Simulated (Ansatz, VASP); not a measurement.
## Two plane-wave programs on WS2

File INCAR:

```
ALGO = Normal ; EDIFF = 1E-6
ENCUT = 520 ; GGA = PE
ISIF = 2 ; ISMEAR = 0
LASPH = True ; LCHARG = False
LREAL = False ; LWAVE = False
NBANDS = 35 ; NELM = 100
PREC = Accurate ; SIGMA = 0.01
```

File KPOINTS:

```
k-points
0
Gamma
  9 9 2
```

The input POSCAR:

```
WS2
1.0
    3.1699463355      0.0000000000      0.0000000000
   -1.5849731677      2.7452540551      0.0000000000
    0.0000000000      0.0000000000     12.4910704279
W S
2 4
Direct
    0.3333333333      0.6666666667      0.2500000000
    0.6666666667      0.3333333333      0.7500000000
    0.6666666667      0.3333333333      0.3751079148
    0.6666666667      0.3333333333      0.1248920852
    0.3333333333      0.6666666667      0.8751079148
    0.3333333333      0.6666666667      0.6248920852
```

Input for Ansatz:

```yaml
crystal:
  lattice:
    - [3.1699463355, 0.0, 0.0]
    - [-1.5849731677, 2.7452540551, 0.0]
    - [0.0, 0.0, 12.4910704279]
  atoms:
    - { symbol: W, position: [0.3333333333, 0.6666666667, 0.25] }
    - { symbol: W, position: [0.6666666667, 0.3333333333, 0.75] }
    - { symbol: S, position: [0.6666666667, 0.3333333333, 0.3751079148] }
    - { symbol: S, position: [0.6666666667, 0.3333333333, 0.1248920852] }
    - { symbol: S, position: [0.3333333333, 0.6666666667, 0.8751079148] }
    - { symbol: S, position: [0.3333333333, 0.6666666667, 0.6248920852] }
kpoints:
  mp_grid: { grid: [9, 9, 2] }
hamiltonian:
  xc: pbe
scf:
  occupations: { method: fixed }
output:
  optics:
    e_range: [0, 12]
    de: 0.05
    sigma: 0.1
    bands: { spectra_wanted_up_to: 12 }
    scissors: 0.485
```

Alike in both runs: task single point; functional PBE; k mesh 9 × 9 × 2; no spin polarisation.

|  | VASP | Ansatz |
| --- | --- | --- |
| version | VASP 6.6.1 | Ansatz 0.2.0 |
| potentials or method | VASP PAW PBE potentials, release 64 (W_sv, S) | plane waves, PAW |
| plane-wave cutoff (eV) | 520 | 420 |
| occupations | gaussian, width 0.01 eV | fixed |
| valence electrons in the cell | 52 | 52 |

```csv
,VASP,Ansatz,Ansatz less VASP
gap on the k mesh at the Fermi level (eV),1.16,1.15,-0.015
```

Neither program's run includes spin-orbit coupling.
